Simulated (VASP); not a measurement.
## Ti3CuBr: relaxation of cell and atoms with PBE

Crystal: Ti3CuBr.

```
CELL_PARAMETERS angstrom
4.70744 0.00000 0.00000
0.00000 4.70744 0.00000
0.00000 0.00000 4.80561
ATOMIC_POSITIONS crystal
Ti 0.00000 0.50000 0.50000
Ti 0.50000 0.00000 0.50000
Ti 0.00000 0.00000 0.00000
Cu 0.00000 0.00000 0.50000
Br 0.50000 0.50000 0.50000
```

The cell was generated, and may not be a known phase.

```
Program                : VASP 6.6.1
Task                   : relaxation of cell and atoms
Functional             : PBE
Potentials or basis    : VASP PAW PBE potentials, release 64 (Ti_sv, Cu, Br)
Cutoff                 : 600 eV
k mesh                 : 4 × 4 × 4
Occupations            : gaussian, width 0.1 eV
Spin                   : collinear spin
Starting moments       : [1.0, 1.0, 1.0, 1.0, 0.0] μB
Dipole correction      : no
Further INCAR settings : ALGO = Normal; EDIFF = 1e-07; IBRION = 2; EDIFFG = -0.04; NSW = 90; ISIF = 3
```

```json
{"Relaxed volume": "22.95 Å³/atom", "Relaxed cell": "a = 4.975 Å, b = 4.975 Å, c = 4.638 Å, α = 90.00°, β = 90.00°, γ = 90.00°", "Space group after relaxing (to 0.1 Å)": "P4/mmm (No. 123)", "Energy gained by relaxing": "107.8 meV/atom", "Ionic steps": "5", "Pressure after relaxing": "0.0 GPa", "Band gap on the k mesh": "zero (filled and empty bands overlap)", "Net moment": "0.02 μB per cell", "Valence electrons inside the program's atomic spheres": "Ti 10.18, 10.11 (each value once); Cu 10.27; Br 4.96"}
```

Step by step:
```tsv
step	energy change (eV)	largest force (eV/Å)	pressure (GPa)	volume (Å³)
1	0.0000	0.0000	8.75	106.49
2	-0.3493	0.0000	-4.95	124.95
3	-0.5138	0.0000	-1.17	117.50
4	-0.5382	0.0000	-0.27	115.28
5	-0.5392	0.0000	-0.04	114.76
```

Final structure:
```
Ti Cu Br
1.0
     4.97450    0.00000    0.00000
     0.00000    4.97450    0.00000
     0.00000    0.00000    4.63778
Ti Cu Br
3 1 1
Direct
  0.00000 0.50000 0.50000
  0.50000 0.00000 0.50000
  0.00000 0.00000 0.00000
  0.00000 0.00000 0.50000
  0.50000 0.50000 0.50000
```

Levels at points of the mesh, in eV from the Fermi level:
Spin up:
```tsv
k point	band 23	band 24	band 25	band 26	band 27	band 28	band 29	band 30	band 31	band 32
(0.00, 0.00, 0.00)	-1.63	-0.75	-0.67	-0.22	-0.22	0.36	0.67	0.67	0.96	1.45
(0.50, 0.00, 0.00)	-1.81	-1.16	-1.05	-0.30	-0.06	0.18	0.19	0.60	0.76	0.79
(0.50, 0.50, 0.00)	-1.62	-1.62	-0.75	-0.13	-0.13	0.27	0.68	0.71	0.71	0.93
(0.00, 0.00, 0.50)	-1.44	-0.53	-0.37	-0.37	-0.30	-0.30	-0.03	0.00	0.31	0.70
(0.50, 0.00, 0.50)	-2.33	-1.84	-1.54	-0.44	-0.23	0.32	0.55	0.66	0.82	0.93
(0.50, 0.50, 0.50)	-2.28	-1.85	-1.85	0.08	0.42	0.47	0.61	0.61	0.63	0.63
```
Spin down:
| k point | band 23 | band 24 | band 25 | band 26 | band 27 | band 28 | band 29 | band 30 | band 31 | band 32 |
| --- | --- | --- | --- | --- | --- | --- | --- | --- | --- | --- |
| (0.00, 0.00, 0.00) | -1.63 | -0.74 | -0.67 | -0.21 | -0.21 | 0.36 | 0.68 | 0.68 | 0.96 | 1.46 |
| (0.50, 0.00, 0.00) | -1.81 | -1.15 | -1.04 | -0.29 | -0.05 | 0.19 | 0.19 | 0.60 | 0.76 | 0.79 |
| (0.50, 0.50, 0.00) | -1.62 | -1.62 | -0.75 | -0.12 | -0.12 | 0.26 | 0.69 | 0.71 | 0.71 | 0.94 |
| (0.00, 0.00, 0.50) | -1.44 | -0.53 | -0.36 | -0.36 | -0.30 | -0.30 | -0.02 | 0.00 | 0.31 | 0.70 |
| (0.50, 0.00, 0.50) | -2.33 | -1.84 | -1.54 | -0.44 | -0.23 | 0.32 | 0.56 | 0.67 | 0.82 | 0.94 |
| (0.50, 0.50, 0.50) | -2.28 | -1.85 | -1.85 | 0.09 | 0.41 | 0.46 | 0.62 | 0.62 | 0.64 | 0.64 |

Run time: 29 min on 1 thread of Intel Xeon 8259CL, on a shared host, peak memory 0.38 GiB.
